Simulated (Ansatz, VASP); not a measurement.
Two plane-wave programs on Yb

The input INCAR:

```
SYSTEM = Yb
PREC = Accurate ; ENCUT = 520
EDIFF = 1E-6 ; ISMEAR = 1
SIGMA = 0.1 ; LREAL = .FALSE.
LASPH = .TRUE. ; NELM = 100
ALGO = Normal ; ISIF = 2
LWAVE = .FALSE. ; LCHARG = .FALSE.
GGA = PE ; NBANDS = 18
```

File KPOINTS:

```
regular mesh
0
G
  10 10 10
  0 0 0
```

The input POSCAR:

```
Yb
1.0
    0.0000000000      2.6151647068      2.6151647068
    2.6151647068      0.0000000000      2.6151647068
    2.6151647068      2.6151647068      0.0000000000
Yb
1
Direct
    0.0000000000      0.0000000000      0.0000000000
```

Input for Ansatz:

```yaml
crystal:
  lattice:
    - [0.0, 2.6151647068, 2.6151647068]
    - [2.6151647068, 0.0, 2.6151647068]
    - [2.6151647068, 2.6151647068, 0.0]
  atoms:
    - { symbol: Yb, position: [0.0, 0.0, 0.0] }
hamiltonian:
  xc: pbe
  pseudopotentials:
    kind: paw
    azcp:
      Yb: "pseudopotentials/Yb.paw.azcp"
basis:
  ecutwfc: 420
  fft_grid_basis: typed
kpoints:
  mp_grid: { grid: [10, 10, 10], shift: [0, 0, 0] }
magnetization:
  spin_polarized: false
scf:
  occupations: { method: methfessel_paxton, width: 0.1 }
  lower_state_search: "off"
output:
  stress: true
```

Alike in both runs: task single point; functional PBE; k mesh 10 × 10 × 10; occupations methfessel-paxton of order 1, width 0.1 eV; no spin polarisation.

|  | VASP | Ansatz |
| --- | --- | --- |
| version | VASP 6.6.1 | Ansatz 0.2.0 |
| potentials or method | VASP PAW PBE potentials, release 64 (Yb), cutoff 520 eV | plane waves (420 eV) with PAW, scalar-relativistic |
| valence electrons in the cell | 24 | 24 |

Ansatz gave:

* pressure (GPa): -0.1

Q: Which values does VASP return?

A: Pressure (GPa): 2.3.

With one functional, cell and mesh, what is left measures potentials, basis and numerics.

Neither program's run includes spin-orbit coupling.
